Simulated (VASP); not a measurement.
A run of VASP 6.6.1 is set up as follows.

The input INCAR:

```
PREC = Accurate
ENCUT = 700
EDIFF = 1E-6
ISMEAR = -1
SIGMA = 0.05
LREAL = False
LASPH = True
NELM = 200
ALGO = Normal
ISIF = 2
LWAVE = False
LCHARG = True
ISPIN = 2
MAGMOM = 4 0 0
LORBIT = 11
LMAXMIX = 4
GGA = CA
LELF = True
LVHAR = True
NBANDS = 24
GGA_COMPAT = False
```

KPOINTS

```
regular mesh
0
Gamma
  11 11 11
```

File POSCAR:

```
MnO2
1.0
    1.4284348394      0.8247072390      4.5839315268
   -1.4284348394      0.8247072390      4.5839315268
    0.0000000000     -1.6494144781      4.5839315268
Mn O
1 2
Direct
    0.0000000000      0.0000000000      0.0000000000
    0.7356355100      0.7356355100      0.7356355100
    0.2643644900      0.2643644900      0.2643644900
```

Potentials or basis: VASP PAW LDA potentials, release 64 (Mn_sv, O).

Launch:

```bash
$ cat potpaw_LDA.64/Mn_sv/POTCAR potpaw_LDA.64/O/POTCAR > POTCAR
$ mpirun -np 1 vasp_std > vasp.out
```

Q: Predict the site moments.

A: Mn +2.68; O +0.06 μB.

Q: What does it give for the largest force?

A: 0.531 eV/Å.

Stress tensor (GPa, compression positive):
```
-9.81  0.00  0.00
 0.00 -9.81  0.00
 0.00  0.00 -6.49
```

Caveat: the cell stands under tension; a cell with one magnetic atom can't hold antiferromagnetic order, which such compounds often take.
